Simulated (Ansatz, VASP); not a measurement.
## Two plane-wave programs on Ir

```
Ir
1.0
     2.73697    0.00000    0.00000
     0.00000    3.87066    0.00000
     0.00000    0.00000   24.57939
Ir
8
Direct
  0.50000 0.50000 0.30513
  0.00000 0.00000 0.36081
  0.50000 0.50000 0.41649
  0.00000 0.00000 0.47216
  0.50000 0.50000 0.52784
  0.00000 0.00000 0.58351
  0.50000 0.50000 0.63919
  0.00000 0.00000 0.69487
```

Alike in both runs: task single point; functional PBE; k mesh 13 × 9 × 1; occupations gaussian, width 0.1 eV; no spin polarisation.

|  | VASP | Ansatz |
| --- | --- | --- |
| version | VASP 6.6.1 | Ansatz 0.2.0 |
| potentials or method | VASP PAW PBE potentials, release 64 (Ir), cutoff 520 eV | scalar-relativistic, plane waves, PAW |
| valence electrons in the cell | 72 | 136 |

|  | VASP | Ansatz | Ansatz less VASP |
| --- | --- | --- | --- |
| gap on the k mesh at the Fermi level (eV) | none | none | - |
| rms of the force components (eV/Å) | 0.557 | 0.562 | +0.0044 |
| work function, face that differs most (eV) | 5.02 | 5.02 | 0.000 |

Atom by atom the forces differ by 0.010 eV/Å (rms over components). A gap of «none» marks a metal or a gap that the smearing closes. The functional is the same, so the differences come from potentials, cutoffs and numerics. VASP's potentials hold 72 valence electrons a cell and Ansatz's 136, so a difference there can come from the potentials and not from the codes.

Spin-orbit coupling is off throughout.
